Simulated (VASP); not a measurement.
Input of a VASP 6.6.1 run:

Contents of INCAR:

```
PREC = Accurate
ENCUT = 520
EDIFF = 1E-6
ISMEAR = -1
SIGMA = 0.02
LREAL = False
LASPH = True
NELM = 80
ALGO = Normal
ISIF = 2
LWAVE = False
LCHARG = True
GGA = PE
LELF = True
LVHAR = True
NBANDS = 16
```

Contents of KPOINTS:

```
Automatic mesh
0
Gamma
  11 11 4
```

The input POSCAR:

```
BN
1.0
    2.5039917043      0.0000000000      0.0000000000
   -1.2519958522      2.1685204268      0.0000000000
    0.0000000000      0.0000000000      6.7944240000
B N
2 2
Direct
    0.3333333333      0.6666666667      0.2500000000
    0.6666666667      0.3333333333      0.7500000000
    0.3333333333      0.6666666667      0.7500000000
    0.6666666667      0.3333333333      0.2500000000
```

Potentials or basis: VASP PAW PBE potentials, release 64 (B, N).

Command:

```sh
$ cat potpaw_PBE.64/B/POTCAR potpaw_PBE.64/N/POTCAR > POTCAR
$ mpirun -np 1 vasp_std > vasp.out
```

Q: Estimate the pressure.

A: 3.1 GPa.

Q: What does it give for the band gap on the k mesh?

A: 4.36 eV, indirect (least direct gap 4.68 eV).

Stress tensor (GPa, compression positive):
```
3.65 0.00 0.00
0.00 3.65 0.00
0.00 0.00 2.12
```

Caveat: the cell differs from its parent crystal (zz strain of +2 %); this functional lacks dispersion, which binds the layers, so the pressure and a relaxed spacing across them are unreliable. A k mesh can miss the band edges.
